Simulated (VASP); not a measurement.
Wanted: the native input for a VASP 6.6.1 run.

```
Task                   : single point
Functional             : PBE
Potentials or basis    : VASP PAW PBE potentials, release 64 (Si, C, H)
Cutoff                 : 520 eV
k mesh                 : 9 × 6 × 1
Occupations            : gaussian, width 0.05 eV
Spin                   : collinear spin
Starting moments       : [0.0, 0.0, 0.0, 0.0, 0.0, 0.0, 0.0, 0.0, 1.0] μB
Dipole correction      : yes
Further INCAR settings : ALGO = Normal; EDIFF = 1e-06; NBANDS = 30; NELMDL = -8
```

The structure of Si4HC4 lies in POSCAR:

```
Si4HC4
1.0
    3.0967389835      0.0000000000      0.0000000000
    0.0000000000      4.3794502696      0.0000000000
    0.0000000000      0.0000000000     20.1332068295
Si C H
4 4 1
Direct
    0.5000000000      0.5000000000      0.1986767450
    0.0000000000      0.0000000000      0.2755829977
    0.5000000000      0.4971400051      0.3554907352
    0.0000000000      0.9498903695      0.4168952500
    0.0000000000      0.2500000000      0.1986767450
    0.5000000000      0.7500000000      0.2755829977
    0.0000000000      0.2559423864      0.3541649037
    0.5000000000      0.7547379437      0.4288043580
    1.0000000000      1.5880712770      0.3752456758
```

These files were run (other wordings do the same):

INCAR

```
PREC = Accurate ; ENCUT = 520
EDIFF = 1E-6 ; ISMEAR = 0
SIGMA = 0.05 ; LREAL = False
LASPH = True ; NELM = 200
ALGO = Normal ; ISIF = 2
LWAVE = False ; LCHARG = False
ISPIN = 2 ; MAGMOM = 0 0 0 0 0 0 0 0 1
LORBIT = 11 ; LDIPOL = True
IDIPOL = 3 ; DIPOL = 0.5 0.5 0.320
GGA = PE ; NBANDS = 30
GGA_COMPAT = False ; NELMDL = -8
```

KPOINTS

```
regular mesh
0
Gamma
  9 6 1
```

Potentials or basis: VASP PAW PBE potentials, release 64 (Si, C, H).

The run is started by

```bash
$ cat potpaw_PBE.64/Si/POTCAR potpaw_PBE.64/C/POTCAR potpaw_PBE.64/H/POTCAR > POTCAR
$ mpirun -np 1 vasp_std > vasp.out
```

It gave:

```json
{"Largest force": "3.204 eV/Å", "Net moment": "0.09 μB per cell", "Valence electrons inside the program's atomic spheres": "Si 1.59, 1.62, 1.67, 1.73; C 2.39, 2.49, 2.54 (each value once); H 0.60"}
```

Wall time 5.8 min on 1 thread of AMD EPYC 9R45 96-Core Processor (Zen 5) (shared host), peak memory 0.57 GiB.
